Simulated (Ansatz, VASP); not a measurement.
CsRe: VASP beside Ansatz

```
Cs Re
1.0
     0.00000    3.42230    3.42230
     3.42230    0.00000    3.42230
     3.42230    3.42230    0.00000
Cs Re
1 1
Cartesian
  1.7112 1.7112 1.7112
  3.4223 3.4223 3.4223
```

Change from the starting cell: species swapped into the ZnTe type (F-43m, No. 216).

Alike in both runs: task relaxation of cell and atoms; functional PBE; k mesh 14 × 14 × 14; occupations gaussian, width 0.1 eV; no spin polarisation.

|  | VASP | Ansatz |
| --- | --- | --- |
| version | VASP 6.6.1 | Ansatz 0.2.0 |
| potentials or method | VASP PAW PBE potentials, release 64 (Cs_sv, Re), cutoff 600 eV | scalar-relativistic, plane waves, PAW |
| valence electrons in the cell | 16 | 24 |

|  | VASP | Ansatz | Ansatz less VASP |
| --- | --- | --- | --- |
| gap on the k mesh at the Fermi level, each at its own relaxed structure (eV) | none | none | - |
| relaxed volume (Å³/atom) | 33.85 | 30.58 | -3.270 |
| relaxed cell length with the largest relative difference (Å) | 4.575 | 4.422 | -0.1523 |

A gap of «none» marks a metal or a gap that the smearing closes. VASP's potentials hold 16 valence electrons a cell and Ansatz's 24, so a difference there can come from the potentials and not from the codes.

Neither program's run includes spin-orbit coupling. Noted on VASP's run: the volume moved by over 15 % at a fixed basis, so the end points are rough.
